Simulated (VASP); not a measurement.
# Li17Br15 (a cell with a defect) in VASP: single point with PBE

Aim: the single point of Li17Br15 (a cell with a defect) with PBE.

Program: VASP 6.6.1. These are calculated values, not measurements. Logs are shortened: lines on timing, memory, paths and dates and some standing lists are left out, and cuts for length are marked.

**1. The cell of the first run**

The cell holds a defect, 32 atoms: a = 9.542 Å, b = 9.542 Å, c = 9.542 Å, α = 109.47°, β = 109.47°, γ = 109.47°.

**2. Single point, PBE**

The input, INCAR:

```
ALGO = Normal
EDIFF = 1E-6
ENCUT = 520
GGA = PE
ISIF = 2
ISMEAR = 0
LASPH = T
LCHARG = F
LREAL = Auto
LWAVE = F
NBANDS = 100
NELM = 60
PREC = Accurate
SIGMA = 0.01
```

The input, KPOINTS:

```
Automatic mesh
0
Gamma
  2 2 2
  0.5 0.5 0.5
```

The input, POSCAR:

```
Li17Br15
1.0
    5.5088933364     -5.5088933364     -5.5088933364
   -5.5088933364     -5.5088933364      5.5088933364
   -5.5088933364      5.5088933364     -5.5088933364
Li Br
17 15
Direct
    0.2500000000      0.2372548311      0.4872548311
    0.2500000000      0.5000000000      0.2500000000
    0.2500000000      0.7627451689      0.0127451689
   -0.0127451689      0.2372548311      0.7500000000
    0.2500000000      0.0000000000      0.7500000000
   -0.0127451689      0.5000000000      0.4872548311
    0.0000000000      0.7500000000      0.2500000000
    0.7500000000      0.2500000000      0.0000000000
    1.0000000000      1.0000000000      1.0000000000
    0.7500000000      0.5000000000      0.7500000000
    0.7500000000      0.7500000000      0.5000000000
    0.5000000000      0.2500000000      0.2500000000
    0.7500000000      0.0000000000      0.2500000000
    0.5127451689      0.5000000000      0.0127451689
    0.5127451689      0.7627451689      0.7500000000
    0.5000000000      0.0000000000      0.5000000000
    0.2500000000      0.5000000000      0.7500000000
    0.2500000000      0.7512499800      0.4987500200
    0.2500000000      0.0000000000      0.2500000000
   -0.0012499800      0.5000000000      0.0012499800
    0.2500000000      0.2487500200      0.0012499800
   -0.0012499800      0.7512499800      0.7500000000
   -0.0012499800     -0.0024999600      0.4987500200
    0.7500000000      0.5000000000      0.2500000000
   -0.0012499800      0.2487500200      0.2475000400
    0.7524999600      0.7512499800      0.0012499800
    0.7500000000      0.0000000000      0.7500000000
    0.5012499800      0.5000000000      0.4987500200
    0.7475000400      0.2487500200      0.4987500200
    0.5012499800      0.7512499800      0.2524999600
    0.5012499800      0.0024999600      0.0012499800
    0.5012499800      0.2487500200      0.7500000000
```

Potentials or basis: VASP PAW PBE potentials, release 64 (Li_sv, Br).

The run is started by

```bash
> cat potpaw_PBE.64/Li_sv/POTCAR potpaw_PBE.64/Br/POTCAR > POTCAR
> mpirun -np 1 vasp_std > vasp.out
```

OUTCAR:

```text
EDIFF = 1E-6
   ENCUT = 520
   GGA = PE
   ISIF = 2
   ISMEAR = 0
   LASPH = T
   LREAL = Auto
   NELM = 60
   PREC = Accurate

 ion  position               nearest neighbor table
   1  0.250  0.237  0.487-  19 2.61
   2  0.250  0.500  0.250-
   3  0.250  0.763  0.013-  19 2.61
   4  0.987  0.237  0.750-  27 2.61
   5  0.250  0.000  0.750-
   6  0.987  0.500  0.487-  24 2.61
   7  0.000  0.750  0.250-
   8  0.750  0.250  0.000-
   9  0.000  0.000  0.000-
  10  0.750  0.500  0.750-
  11  0.750  0.750  0.500-
  12  0.500  0.250  0.250-
  13  0.750  0.000  0.250-
  14  0.513  0.500  0.013-  24 2.61
  15  0.513  0.763  0.750-  27 2.61
  16  0.500  0.000  0.500-
  17  0.250  0.500  0.750-
  18  0.250  0.751  0.499-
  19  0.250  0.000  0.250-   1 2.61   3 2.61
  20  0.999  0.500  0.001-
  21  0.250  0.249  0.001-
  22  0.999  0.751  0.750-
  23  0.999  0.998  0.499-
  24  0.750  0.500  0.250-   6 2.61  14 2.61
  25  0.999  0.249  0.248-
  26  0.752  0.751  0.001-
  27  0.750  0.000  0.750-   4 2.61  15 2.61
  28  0.501  0.500  0.499-
  29  0.748  0.249  0.499-
  30  0.501  0.751  0.252-
  31  0.501  0.002  0.001-
  32  0.501  0.249  0.750-

  LATTYP: Found a body centered cubic cell.
 ALAT       =    11.0177866728

  Lattice vectors:

 A1 = (   5.5088933364,  -5.5088933364,  -5.5088933364)
 A2 = (  -5.5088933364,  -5.5088933364,   5.5088933364)
 A3 = (  -5.5088933364,   5.5088933364,  -5.5088933364)

Analysis of symmetry for initial positions (statically):
=====================================================================
 Subroutine PRICEL returns:
 Original cell was already a primitive cell.

 Routine SETGRP: Setting up the symmetry group for a
 body centered cubic supercell.

 Subroutine GETGRP returns: Found 48 space group operations
 (whereof  8 operations were pure point group operations)
 out of a pool of 48 trial point group operations.

The static configuration has the point symmetry D_2d.
 The point group associated with its full space group is O_h .

Analysis of symmetry for dynamics (positions and initial velocities):
=====================================================================
 Subroutine PRICEL returns:
 Original cell was already a primitive cell.

 Routine SETGRP: Setting up the symmetry group for a
 body centered cubic supercell.

 Subroutine GETGRP returns: Found 48 space group operations
 (whereof  8 operations were pure point group operations)
 out of a pool of 48 trial point group operations.

The dynamic configuration has the point symmetry D_2d.
 The point group associated with its full space group is O_h .

 Subroutine INISYM returns: Found 48 space group operations
 (whereof  8 operations are pure point group operations),
 and found     1 'primitive' translations

----------------------------------------------------------------------------------------

                                     Primitive cell

  volume of cell :     668.7335

  direct lattice vectors                    reciprocal lattice vectors
     5.508893336 -5.508893336 -5.508893336     0.000000000 -0.090762331 -0.090762331
    -5.508893336 -5.508893336  5.508893336    -0.090762331 -0.090762331  0.000000000
    -5.508893336  5.508893336 -5.508893336    -0.090762331  0.000000000 -0.090762331

  length of vectors
     9.541683152  9.541683152  9.541683152     0.128357319  0.128357319  0.128357319

  position of ions in fractional coordinates (direct lattice)
     0.250000000  0.237254831  0.487254831
     0.250000000  0.500000000  0.250000000
     0.250000000  0.762745169  0.012745169
     0.987254831  0.237254831  0.750000000
     0.250000000  0.000000000  0.750000000
     0.987254831  0.500000000  0.487254831
[... 24 lines left out ...]
     0.501249980  0.002499960  0.001249980
     0.501249980  0.248750020  0.750000000

  ion indices of the primitive-cell ions
   primitive index   ion index
                 1           1
                 2           2
                 3           3
                 4           4
                 5           5
                 6           6
[... 24 lines left out ...]
                31          31
                32          32

----------------------------------------------------------------------------------------

 KPOINTS: Automatic mesh

Automatic generation of k-mesh.
 Grid dimensions read from file:
 generate k-points for:    2    2    2

 Generating k-lattice:

  Cartesian coordinates                     Fractional coordinates (reciprocal lattice)
     0.000000000 -0.045381165 -0.045381165     0.500000000  0.000000000  0.000000000
    -0.045381165 -0.045381165  0.000000000     0.000000000  0.500000000  0.000000000
    -0.045381165  0.000000000 -0.045381165     0.000000000  0.000000000  0.500000000

  Length of vectors
     0.064178660  0.064178660  0.064178660

  Shift w.r.t. Gamma in fractional coordinates (k-lattice)
     0.500000000  0.500000000  0.500000000

 Subroutine IBZKPT returns following result:
 ===========================================

 Found      2 irreducible k-points:

 Following reciprocal coordinates:
            Coordinates               Weight
  0.250000  0.250000  0.250000      2.000000
 -0.250000  0.250000  0.250000      6.000000
   k-points           NKPTS =      2   k-points in BZ     NKDIM =      2   number of bands    NBANDS=    100
   number of dos      NEDOS =    301   number of ions     NIONS =     32
   total plane-waves  NPLWV = 373248
   dimension x,y,z NGX =    72 NGY =   72 NGZ =   72
   dimension x,y,z NGXF=   144 NGYF=  144 NGZF=  144
   ions per type =              17  15
   NGX,Y,Z   is equivalent  to a cutoff of  12.54, 12.54, 12.54 a.u.
   NGXF,Y,Z  is equivalent  to a cutoff of  25.09, 25.09, 25.09 a.u.
 SYSTEM =  unknown system
   PREC   = accura    normal or accurate (medium, high low for compatibility)
   ISTART =      0    job   : 0-new  1-cont  2-samecut
   ICHARG =      2    charge: 1-file 2-atom 10-const
   ISPIN  =      1    spin polarized calculation?
   LNONCOLLINEAR =      F non collinear calculations
   LSORBIT =      F    spin-orbit coupling
   LASPH  =      T    aspherical Exc in radial PAW
   ENCUT  =  520.0 eV  38.22 Ry    6.18 a.u.  17.74 17.74 17.74*2*pi/ulx,y,z
   NELM   =     60;   NELMIN=  2; NELMDL= -5     # of ELM steps
   EDIFF  = 0.1E-05   stopping-criterion for ELM
   LREAL  =      T    real-space projection
   EDIFFG = 0.1E-04   stopping-criterion for IOM
   NSW    =      0    number of steps for IOM
   IBRION =     -1    ionic relax: 0-MD 1-quasi-New 2-CG
   NFREE  =      0    steps in history (QN), initial steepest desc. (CG)
   ISIF   =      2    stress and relaxation
   ISYM   =      2    0-nonsym 1-usesym 2-fastsym
   POTIM  = 0.5000    time-step for ionic-motion
   TEBEG  =    0.0;   TEEND  =   0.0 temperature during run
   PSTRESS=    0.0 pullay stress
   NELECT =     156.0000    total number of electrons
   NUPDOWN=      -1.0000    fix difference up-down
   EMIN   =  10.00;   EMAX   =-10.00  energy-range for DOS
   EFERMI =   0.00;   METHOD = LEGACY
   ISMEAR =     0;   SIGMA  =   0.01  broadening in eV -4-tet -1-fermi 0-gaus
   EFERMI_NEDOS =   21; number of points for ismear=-14 and -15
   IALGO  =     38    algorithm
   IMIX   =      4    mixing-type and parameters
     AMIX     =   0.40;   BMIX     =  1.00
     AMIX_MAG =   1.60;   BMIX_MAG =  1.00
  volume/ion in A,a.u.               =      20.90       141.03
  Fermi-wavevector in a.u.,A,eV,Ry     =   1.007779  1.904426 13.818331  1.015619
  Thomas-Fermi vector in A             =   2.140605
   LORBIT       =      0    0 simple, 1 ext, 2 COOP (PROOUT), +10 PAW based schemes
   GGA     = PE    functional components
   LHFCALC =     F    Hartree Fock is set to
   AEXX    =    0.0000 exact exchange contribution
   IVDW    =     0    specifies the selected vdW correction
   LEPSILON=     F    determine dielectric tensor
   LRPA    =     F    only Hartree local field effects (RPA)
 non-spin polarized calculation
 Gauss-broadening in eV      SIGMA  =   0.01
  energy-cutoff  :      520.00
  volume of cell :      668.73
 maximum number of plane-waves:     18000
 NGX is ok and might be reduce to    70
   NGX = 35   NGY = 35   NGZ = 35

 number of electron     156.0000106 magnetization

 Free energy of the ion-electron system (eV)
  ---------------------------------------------------
  ext. energy  EPLUGINS =         0.00000000
  ---------------------------------------------------
  free energy    TOTEN  =      -101.48890105 eV

  energy without entropy =     -101.48890105  energy(sigma->0) =     -101.48890105

 E-fermi :   3.6522     XC(G=0):  -8.3236

 val. band max:        3.5184520306   @ k =  -0.2500   0.2500   0.2500
 cond. band min:       5.0290436846   @ k =  -0.2500   0.2500   0.2500
 fundamental gap:      1.5105916540
 Fermi energy:         3.6521954099

 k-point     1 :       0.2500    0.2500    0.2500
  band No.  band energies     occupation
      1     -44.2822      2.00000
      2     -44.2822      2.00000
      3     -44.2822      2.00000
      4     -44.2821      2.00000
      5     -44.2815      2.00000
      6     -44.2815      2.00000
[... 82 lines left out ...]
     89       6.9489      0.00000
     90       6.9489      0.00000

 k-point     2 :      -0.2500    0.2500    0.2500
  band No.  band energies     occupation
      1     -44.2823      2.00000
      2     -44.2822      2.00000
      3     -44.2822      2.00000
      4     -44.2821      2.00000
      5     -44.2815      2.00000
      6     -44.2815      2.00000
[... 82 lines left out ...]
     89       7.0660      0.00000
     90       7.2966      0.00000
 [bands above 90 left out]

------------------------ aborting loop because EDIFF is reached ----------------------------------------

  FORCE on cell =-STRESS in cart. coord.  units (eV):
  Direction    XX          YY          ZZ          XY          YZ          ZX
  --------------------------------------------------------------------------------------
  -------------------------------------------------------------------------------------
  Total        1.7800257      1.7800257      1.7800257     -0.0000000     -0.0000000     -0.0000000
  in kB        4.2646537      4.2646537      4.2646537     -0.0000000     -0.0000000     -0.0000000
  external PRESSURE =       4.2646537 kB  Pullay stress =       0.0000000 kB

 VOLUME and BASIS-vectors are now :
 -----------------------------------------------------------------------------
  energy-cutoff  :      520.00
  volume of cell :      668.73
      direct lattice vectors                 reciprocal lattice vectors
     5.508893336 -5.508893336 -5.508893336     0.000000000 -0.090762331 -0.090762331
    -5.508893336 -5.508893336  5.508893336    -0.090762331 -0.090762331  0.000000000
    -5.508893336  5.508893336 -5.508893336    -0.090762331  0.000000000 -0.090762331

 POSITION                                       TOTAL-FORCE (eV/Angst)
 -----------------------------------------------------------------------------------
     -2.61402      0.00000     -2.75445         0.004122     -0.000000     -0.000000
     -2.75445     -2.75445      0.00000         0.000000     -0.000000     -0.000000
     -2.89487     -5.50889      2.75445        -0.004122     -0.000000     -0.000000
      0.00000     -2.61402     -8.26334         0.000000      0.004122     -0.000000
     -2.75445      2.75445     -5.50889         0.000000     -0.000000     -0.000000
      0.00000     -5.50889     -5.36847         0.000000     -0.000000      0.004122
[... 24 lines left out ...]
      2.74067     -2.76822     -2.75445         0.011732      0.011732     -0.000000
     -2.74067      0.00000     -5.52267        -0.011732     -0.000000      0.011732
 -----------------------------------------------------------------------------------
    total drift:                               -0.000000      0.000000     -0.000000

  FREE ENERGIE OF THE ION-ELECTRON SYSTEM (eV)
  ---------------------------------------------------
  free  energy   TOTEN  =      -101.4889010479 eV

  energy  without entropy=     -101.4889010479  energy(sigma->0) =     -101.48890105
```

It took 7.5 min on 1 thread of AMD EPYC 7R43 (Zen 3), shared host; peak memory 0.68 GiB.

Results:

| Property | Result |
| --- | --- |
| Free energy | -101.4889 eV |
| Largest force | 0.017 eV/Å |
| Band gap on the k mesh | 1.51 eV |

Forces in eV/Å, atoms in the order of the input:
```
Li   0.004  0.000  0.000
Li   0.000  0.000  0.000
Li  -0.004  0.000  0.000
Li   0.000  0.004  0.000
Li   0.000  0.000  0.000
Li   0.000  0.000  0.004
Li   0.000  0.000  0.000
Li   0.000  0.000  0.000
Li   0.000  0.000  0.000
Li   0.000  0.000  0.000
Li   0.000  0.000  0.000
Li   0.000  0.000  0.000
Li   0.000  0.000  0.000
Li   0.000  0.000 -0.004
Li   0.000 -0.004  0.000
Li   0.000  0.000  0.000
Li   0.000  0.000  0.000
Br   0.000  0.012 -0.012
Br   0.000  0.000  0.000
Br   0.012 -0.012  0.000
Br   0.000 -0.012  0.012
Br   0.012  0.000 -0.012
Br  -0.012 -0.012  0.000
Br   0.000  0.000  0.000
Br  -0.012  0.000 -0.012
Br   0.000  0.012  0.012
Br   0.000  0.000  0.000
Br  -0.012  0.012  0.000
Br   0.000 -0.012 -0.012
Br   0.012  0.000  0.012
Br   0.012  0.012  0.000
Br  -0.012  0.000  0.012
```

Levels at points of the mesh, in eV from the valence-band top:
| k point | band 74 | band 75 | band 76 | band 77 | band 78 | band 79 | band 80 | band 81 | band 82 | band 83 |
| --- | --- | --- | --- | --- | --- | --- | --- | --- | --- | --- |
| (0.25, 0.25, 0.25) | -3.60 | -3.57 | -3.57 | -3.57 | -0.06 | 1.67 | 1.67 | 1.67 | 2.71 | 2.71 |

Caveat: the cutoff is under 1.25 times the usual one of these potentials, so pressure, stress and relaxed cells hold a basis-set (Pulay) error.
